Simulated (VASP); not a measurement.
**MgO: single point with LDA**

Crystal: MgO.

```
Mg O
1.0
     0.00000    2.00787    2.00787
     2.00787    0.00000    2.00787
     2.00787    2.00787    0.00000
Mg O
1 1
Direct
  0.00000 0.00000 0.00000
  0.50000 0.50000 0.50000
```

```json
{"Program": "VASP 6.6.1", "Task": "single point", "Functional": "LDA", "Potentials or basis": "VASP PAW LDA potentials, release 64 (Mg_sv, O)", "Cutoff": "840 eV", "k mesh": "10 × 10 × 10", "Occupations": "gaussian, width 0.02 eV", "Spin": "no spin polarisation"}
```

- Pressure: 23.7 GPa
- Band gap on the k mesh: 6.19 eV

Levels at points of the mesh, in eV from the valence-band top:
| k point | band 4 | band 5 | band 6 | band 7 | band 8 | band 9 | band 10 | band 11 | band 12 | band 13 |
| --- | --- | --- | --- | --- | --- | --- | --- | --- | --- | --- |
| (0.00, 0.00, 0.00) | -38.35 | -17.79 | 0.00 | 0.00 | 0.00 | 6.19 | 16.30 | 16.30 | 16.30 | 20.73 |
| (0.50, 0.00, 0.00) | -38.36 | -15.98 | -5.37 | -0.85 | -0.85 | 8.67 | 14.06 | 17.51 | 17.51 | 22.89 |
| (0.50, 0.50, 0.00) | -38.40 | -15.73 | -4.73 | -1.57 | -1.57 | 9.00 | 11.36 | 14.47 | 20.90 | 20.90 |

It took 21 s on 1 thread of AMD EPYC 7R13 Processor (Zen 3), on a shared host, peak memory 0.12 GiB.

Caveat: the cell stands under pressure. As with any semilocal functional, this LDA gap is likely too small.
